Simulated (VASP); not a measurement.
A run of VASP 6.6.1 is set up as follows.

File INCAR:

```
SYSTEM = InP2
PREC = Accurate
ENCUT = 600
EDIFF = 1E-7
ISMEAR = 0
SIGMA = 0.1
LREAL = .FALSE.
LASPH = .TRUE.
NELM = 80
ALGO = Normal
ISIF = 3
LWAVE = .FALSE.
LCHARG = .FALSE.
GGA = PE
IBRION = 2
NSW = 90
EDIFFG = -0.04
```

File KPOINTS:

```
Automatic mesh
0
G
  6 6 6
  0 0 0
```

The input POSCAR:

```
InP2
1.0
   -2.3178419900      2.3178419900      5.5895643500
    2.3178419900     -2.3178419900      5.5895643500
    2.3178419900      2.3178419900     -5.5895643500
In P
2 4
Direct
    0.0000000000      0.0000000000      0.0000000000
    0.7500000000      0.2500000000      0.5000000000
    0.7872112300      0.7872112300      0.0000000000
    0.5372112300      0.0372112300      0.5000000000
    0.9627887700      0.4627887700      0.5000000000
    0.2127887700      0.2127887700      0.0000000000
```

Potentials or basis: VASP PAW PBE potentials, release 64 (In_d, P).

The run is started by

```console
$ cat potpaw_PBE.64/In_d/POTCAR potpaw_PBE.64/P/POTCAR > POTCAR
$ mpirun -np 1 vasp_std > vasp.out
```

Task: Predict the band gap on the k mesh.

Result: Zero (band 23 reaches 3.95 eV, above the bottom of band 24 at 3.17 eV).

Task: Predict the relaxed cell.

Result: a = 7.050 Å, b = 7.050 Å, c = 7.050 Å, α = 136.25°, β = 136.25°, γ = 63.59°.

Final structure:
```
In P
1.0
    -2.62664    2.62664    5.99253
     2.62664   -2.62664    5.99253
     2.62664    2.62664   -5.99253
In P
2 4
Cartesian
  0.0000 0.0000 0.0000
  0.0000 2.6266 2.9963
  0.0000 0.0000 9.4186
  0.0000 2.6266 0.4298
  0.0000 2.6266 5.5627
  0.0000 0.0000 2.5664
```

Caveat: spin-orbit coupling is left out, which moves the levels of the heavy elements.
